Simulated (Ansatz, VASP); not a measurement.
**Na: VASP beside Ansatz**

```
Na
1.0
     3.80467    0.00000    0.00000
    -1.90234    3.29494    0.00000
     0.00000    0.00000    6.15400
Na
2
Direct
  0.66667 0.33333 0.75000
  0.33333 0.66667 0.25000
```

Alike in both runs: functional PBEsol; k mesh 7 × 7 × 4; occupations fermi-dirac, width 0.05 eV; no spin polarisation.

```csv
,VASP,Ansatz
version,VASP 6.6.1,Ansatz 0.2.0
potentials or method,"VASP PAW PBE potentials, release 64 (Na_pv)",Ansatz PAW
plane-wave cutoff (eV),520,420
valence electrons in the cell,14,18
task,single point,band structure
```

|  | VASP | Ansatz | Ansatz less VASP |
| --- | --- | --- | --- |
| gap on the k mesh at the Fermi level (eV) | none | none | - |
| pressure (GPa) | -0.4 | -0.4 | +0.01 |
| traceless stress, the component that is largest in VASP (GPa) | 0.35 | 0.35 | -0.003 |

VASP's potentials were made for PBE, not for PBEsol. A gap of «none» marks a metal or a gap that the smearing closes. VASP's potentials hold 14 valence electrons a cell and Ansatz's 18, so a difference there can come from the potentials and not from the codes.
